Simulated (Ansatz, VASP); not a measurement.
Al2O in VASP and in Ansatz

```xyz
12
Lattice="0.0000 -3.4222 0.0000 -6.8445 0.0000 0.0000 0.0000 0.0000 -9.2268" Properties=species:S:1:pos:R:3 pbc="T T T"
Al   -6.8445   -3.4222   -6.9201
Al   -3.4222   -3.4222   -6.9201
Al   -6.8445    0.0000   -2.3067
Al   -3.4222   -3.4222   -2.3067
Al   -3.4222   -1.7111   -4.6134
Al    0.0000   -1.7111   -4.6134
Al   -5.1333   -3.4222    0.0000
Al   -1.7111   -3.4222    0.0000
O    -5.1333   -1.7111    0.0000
O    -1.7111   -1.7111    0.0000
O    -5.1333   -1.7111   -4.6134
O    -1.7111   -1.7111   -4.6134
```

Alike in both runs: task single point; functional PBE; k mesh 6 × 4 × 4; occupations gaussian, width 0.2 eV; no spin polarisation.

```csv
,VASP,Ansatz
version,VASP 6.6.1,Ansatz 0.2.0
potentials or method,"VASP PAW PBE potentials, release 64 (Al, O), cutoff 520 eV","scalar-relativistic, plane waves, PAW"
valence electrons in the cell,48,48
```

|  | VASP | Ansatz | Ansatz less VASP |
| --- | --- | --- | --- |
| gap on the k mesh at the Fermi level (eV) | none | none | - |
| pressure (GPa) | 0.2 | 0.1 | -0.03 |
| traceless stress, the component that is largest in VASP (GPa) | 0.08 | 0.00 | -0.081 |
| rms of the force components (eV/Å) | 0.014 | 0.014 | 0.0000 |

Atom by atom the forces differ by 0.000 eV/Å (rms over components). A gap of «none» marks a metal or a gap that the smearing closes.
